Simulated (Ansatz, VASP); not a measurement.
# ZnO: VASP beside Ansatz

```xyz
4
Lattice="3.3373 0.0000 0.0000 -1.6686 2.8902 0.0000 0.0000 0.0000 6.9165" Properties=species:S:1:pos:R:3 pbc="T T T"
Zn    0.0000    0.0000    5.1874
Zn    0.0000    0.0000    1.7291
O     0.0000    1.9268    1.7291
O     1.6686    0.9634    5.1874
```

Change from the starting cell: strain +0.015 along x and y, -0.030 along z, atoms carried along.

Alike in both runs: task single point; functional PBE; dispersion D3(BJ); k mesh 9 × 9 × 4; occupations gaussian, width 0.05 eV; no spin polarisation.

```csv
,VASP,Ansatz
version,VASP 6.6.1,Ansatz 0.2.0
potentials or method,"VASP PAW PBE potentials, release 64 (Zn, O), cutoff 520 eV","scalar-relativistic, plane waves, PAW"
valence electrons in the cell,36,36
```

Ansatz gave:

* gap on the k mesh at the Fermi level (eV): 0.76
* least direct gap on the mesh (eV): 0.76
* pressure (GPa): -6.0
* traceless stress, the component that is largest in VASP (GPa): 4.56

Which values does VASP return?

gap on the k mesh at the Fermi level (eV): 0.76; least direct gap on the mesh (eV): 0.76; pressure (GPa): -5.3; traceless stress, the component that is largest in VASP (GPa): 3.79.
